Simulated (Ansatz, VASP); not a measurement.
**MgHgSe2: VASP beside Ansatz**

```
CELL_PARAMETERS angstrom
4.31386 0.00000 0.00000
0.00000 4.31386 0.00000
0.00000 0.00000 5.98545
ATOMIC_POSITIONS crystal
Mg 0.00000 0.00000 0.00000
Se 0.00000 0.50000 0.23548
Se 0.50000 0.00000 0.76452
Hg 0.50000 0.50000 0.50000
```

Alike in both runs: task single point; functional PBE; k mesh 4 × 4 × 4; occupations methfessel-paxton of order 1, width 0.001 eV; no spin polarisation.

|  | VASP | Ansatz |
| --- | --- | --- |
| version | VASP 6.6.1 | Ansatz 0.2.0 |
| potentials or method | VASP PAW PBE potentials, release 64 (Mg, Se, Hg) | plane waves |
| plane-wave cutoff (eV) | 600 | 420 |
| valence electrons in the cell | 26 | 62 |

|  | VASP | Ansatz | Ansatz less VASP |
| --- | --- | --- | --- |
| gap on the k mesh at the Fermi level (eV) | 0.62 | 0.62 | +0.003 |
| pressure (GPa) | 1.6 | 1.5 | -0.12 |
| rms of the force components (eV/Å) | 0.040 | 0.025 | -0.0152 |

VASP's potentials hold 26 valence electrons a cell and Ansatz's 62, so a difference there can come from the potentials and not from the codes.

Neither program's run includes spin-orbit coupling.
